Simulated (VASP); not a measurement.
Sb, 1 atom in the cell. The structure is tetragonal, space group I4/mmm (No. 139). Conventional cell: a = 3.153 Å, b = 3.153 Å, c = 5.424 Å, α = 90.00°, β = 90.00°, γ = 90.00°. Sb (site symmetry 4/mmm) has 12 Sb at 3.15 to 3.51 Å within 4.1 Å. 

* Program: VASP 6.6.1
* Task: single point
* Functional: LDA
* Potentials or basis: VASP PAW LDA potentials, release 64 (Sb)
* Cutoff: 520 eV
* k mesh: 12 × 12 × 12
* Occupations: fermi-dirac, width 0.05 eV
* Spin: no spin polarisation
* Dipole correction: no
* Further INCAR settings: ALGO = Normal; EDIFF = 1e-06; NBANDS = 8

Potentials or basis: VASP PAW LDA potentials, release 64 (Sb).

The run is started by

```bash
$ cat potpaw_LDA.64/Sb/POTCAR > POTCAR
$ mpirun -np 1 vasp_std > vasp.out
```

Hardware: 1 thread of Intel(R) Xeon(R) Platinum 8375C CPU @ 2.90GHz (Ice Lake), with other jobs on the host.

Task: Estimate the wall time of this run.

Result: Run time: 32 s on 1 thread of Intel(R) Xeon(R) Platinum 8375C CPU @ 2.90GHz (Ice Lake) (shared host), peak memory 0.16 GiB. Counts: scf iterations 9, k points 163.
